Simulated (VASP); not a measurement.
Write the native input for VASP 6.6.1 that does the following.

```yaml
Task: single point
Functional: BLYP
Potentials_or_basis: VASP PAW PBE potentials, release 64 (Bi_d)
Cutoff: 520 eV
k_mesh: 9 × 9 × 9
Occupations: fermi-dirac, width 0.05 eV
Spin: no spin polarisation
Dipole_correction: no
Further_INCAR_settings: ALGO = Normal; EDIFF = 1e-06; NBANDS = 14
```

The structure of Bi lies in POSCAR:

```
Bi
1.0
   -1.9814305318      1.9814305318      1.9814305318
    1.9814305318     -1.9814305318      1.9814305318
    1.9814305318      1.9814305318     -1.9814305318
Bi
1
Direct
    0.0000000000      0.0000000000      0.0000000000
```

One way to write it, as run:

INCAR

```
PREC = Accurate
ENCUT = 520
EDIFF = 1E-6
ISMEAR = -1
SIGMA = 0.05
LREAL = False
LASPH = True
NELM = 80
ALGO = Normal
ISIF = 2
LWAVE = False
LCHARG = True
GGA = B5
ALDAX = 1.0
AGGAX = 1.0
AGGAC = 1.0
ALDAC = 0.0
LELF = True
LVHAR = True
NBANDS = 14
```

KPOINTS

```
Automatic mesh
0
Gamma
  9 9 9
```

Potentials or basis: VASP PAW PBE potentials, release 64 (Bi_d).

Command:

```bash
$ cat potpaw_PBE.64/Bi_d/POTCAR > POTCAR
$ mpirun -np 1 vasp_std > vasp.out
```

It gave:

The pressure is 5.1 GPa.

Caveat: the PAW data sets were made with another functional, which shifts forces and pressure a little.

Wall time 16 s on 1 thread of AMD EPYC 9R45 96-Core Processor (Zen 5) (shared host), peak memory 0.12 GiB.
